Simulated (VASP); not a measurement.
A run of VASP 6.6.1 is set up as follows.

INCAR

```
SYSTEM = CdSe
PREC = Accurate
ENCUT = 520
EDIFF = 1E-6
ISMEAR = 0
SIGMA = 0.05
LREAL = .False.
LASPH = .True.
NELM = 150
ALGO = Normal
ISIF = 2
LWAVE = .False.
LCHARG = .True.
ISPIN = 2
MAGMOM = 0.5 0.5
LORBIT = 11
GGA = PE
LELF = .True.
LVHAR = .True.
NBANDS = 20
```

KPOINTS

```
regular mesh
0
Gamma
  1 1 14
  0 0 0
```

POSCAR

```
CdSe
1.0
    9.0000000000      0.0000000000      0.0000000000
    0.0000000000      9.3000000000      0.0000000000
    0.0000000000      0.0000000000      4.8299504740
Cd Se
1 1
Direct
    0.5000000000      0.5000000000      0.0000000000
    0.5000000000      0.5000000000      0.4650000000
```

Potentials or basis: VASP PAW PBE potentials, release 64 (Cd, Se).

Launch:

```console
$ cat potpaw_PBE.64/Cd/POTCAR potpaw_PBE.64/Se/POTCAR > POTCAR
$ mpirun -np 1 vasp_std > vasp.out
```

Problem. What does it give for the largest force?

Solution. 3.298 eV/Å.

Problem. What does it give for the net moment?

Solution. 0.00 μB per cell.

Problem. Predict the band gap on the k mesh.

Solution. 0.33 eV, indirect (least direct gap 1.10 eV).

Forces on the atoms (eV/Å):
```
Cd   0.000  0.000 -3.298
Se   0.000  0.000  3.298
```
